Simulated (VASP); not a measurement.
Cd: relaxation of cell and atoms with PBE

The system is Cd.

```
CELL_PARAMETERS angstrom
-1.65779 1.65779 1.65779
1.65779 -1.65779 1.65779
1.65779 1.65779 -1.65779
ATOMIC_POSITIONS crystal
Cd 0.00000 0.00000 0.00000
```

This isn't the form of Cd at room conditions, which is hcp.

```yaml
Program: VASP 6.6.1
Task: relaxation of cell and atoms
Functional: PBE
Potentials_or_basis: VASP PAW PBE potentials, release 64 (Cd)
Cutoff: 600 eV
k_mesh: 16 × 16 × 16
Occupations: fermi-dirac, width 0.1 eV
Spin: no spin polarisation
Target_pressure: 18 GPa
Dipole_correction: no
Further_INCAR_settings: ALGO = Normal; EDIFF = 1e-06; IBRION = 2; EDIFFG = -0.005; NSW = 60; ISIF = 3
```

The relaxed volume is 18.52 Å³/atom. The relaxed cell is a = 2.887 Å, b = 2.887 Å, c = 2.887 Å, α = 109.47°, β = 109.47°, γ = 109.47° and the space group after relaxing (to 0.1 Å) is Im-3m (No. 229). The energy change on relaxing (the run minimises the enthalpy) is -34.6 meV/atom and the ionic steps are 3. The pressure after relaxing is 18.0 GPa and the band gap on the k mesh is zero (bands 6 and 7 overlap by 4.15 eV).

Step by step:
```
step  energy change (eV)  largest force (eV/Å)  pressure (GPa)  volume (Å³)
   1              0.0000                0.0000           20.09        18.22
   2             -0.0707                0.0000           15.75        18.86
   3             -0.0346                0.0000           18.00        18.52
```

Final structure:
```yaml
crystal:
  lattice:
    - [-1.66658, 1.66658, 1.66658]
    - [1.66658, -1.66658, 1.66658]
    - [1.66658, 1.66658, -1.66658]
  atoms:
    - { symbol: Cd, position: [0.00000, 0.00000, 0.00000] }
```

Levels at points of the mesh, in eV from the Fermi level:
```tsv
k point	band 2	band 3	band 4	band 5	band 6	band 7	band 8	band 9	band 10
(0.00, 0.00, 0.00)	-10.08	-10.08	-10.08	-9.18	-9.18	16.05	16.05	16.05	18.76
(0.50, 0.00, 0.00)	-10.55	-9.22	-9.13	-8.55	-3.05	-0.76	10.36	10.49	14.96
(0.50, 0.50, 0.50)	-10.85	-8.71	-8.71	-8.71	3.38	3.38	3.38	7.38	8.67
```

Wall time 68 s on 1 thread of Intel Xeon 8259CL, with other jobs on the host, peak memory 0.17 GiB.

Caveat: the cell is relaxed towards a set pressure, so the run minimises the enthalpy, not the energy.
